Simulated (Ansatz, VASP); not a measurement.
## Ta: VASP beside Ansatz

```
Ta
1.0
     0.00000    2.89987    2.89987
     2.89987    0.00000    2.89987
     2.89987    2.89987    0.00000
Ta
2
Cartesian
  0.7250 0.7250 0.7250
  5.0748 5.0748 5.0748
```

Alike in both runs: task relaxation of cell and atoms; functional LDA; k mesh 9 × 9 × 9; occupations fermi-dirac, width 0.1 eV; no spin polarisation.

```csv
,VASP,Ansatz
version,VASP 6.6.1,Ansatz 0.2.0
potentials or method,"VASP PAW LDA potentials, release 64 (Ta_sv_GW), cutoff 500 eV","plane waves (420 eV) with PAW, scalar-relativistic"
valence electrons in the cell,26,26
```

```tsv
	VASP	Ansatz	Ansatz less VASP
relaxed volume (Å³/atom)	25.84	26.12	+0.279
relaxed length of the cell vector where the two differ most in proportion (Å)	4.181	4.196	+0.0150
```

Ansatz warns that its potentials were made for another functional, while VASP's fit it. LDA's correlation is that of Perdew and Zunger in VASP and of Perdew and Wang (1992) in Ansatz.

Spin-orbit coupling is off throughout.
